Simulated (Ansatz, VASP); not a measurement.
# MnS: VASP beside Ansatz

```
CELL_PARAMETERS angstrom
3.97600 0.00000 0.00000
-1.98800 3.44332 0.00000
0.00000 0.00000 6.43200
ATOMIC_POSITIONS crystal
Mn 0.33333 0.66667 0.00000
Mn 0.66667 0.33333 0.50000
S 0.33333 0.66667 0.38500
S 0.66667 0.33333 0.88500
```

Alike in both runs: task single point; functional PBE; k mesh 6 × 6 × 3; occupations gaussian, width 0.05 eV; no spin polarisation; Hubbard terms Mn d U = 5.0 eV.

|  | VASP | Ansatz |
| --- | --- | --- |
| version | VASP 6.6.1 | Ansatz 0.2.0 |
| potentials or method | VASP PAW PBE potentials, release 64 (Mn_sv, S), cutoff 600 eV | scalar-relativistic, plane waves, PAW |
| valence electrons in the cell | 42 | 42 |

Ansatz gave:

* gap on the k mesh at the Fermi level (eV): none
* pressure (GPa): -12.2
* traceless stress, the component that is largest in VASP (GPa): 3.11
* rms of the force components (eV/Å): 0.179

Q: Estimate VASP's values.

A: gap on the k mesh at the Fermi level (eV): none; pressure (GPa): -13.1; traceless stress, the component that is largest in VASP (GPa): 2.49; rms of the force components (eV/Å): 0.157.

The programs project onto different local orbitals, so the same U acts differently, and such runs can settle in different states. Atom by atom the forces differ by 0.022 eV/Å (rms over components). A gap of «none» marks a metal or a gap that the smearing closes. Ansatz's warnings: filled band counts differ across k points.
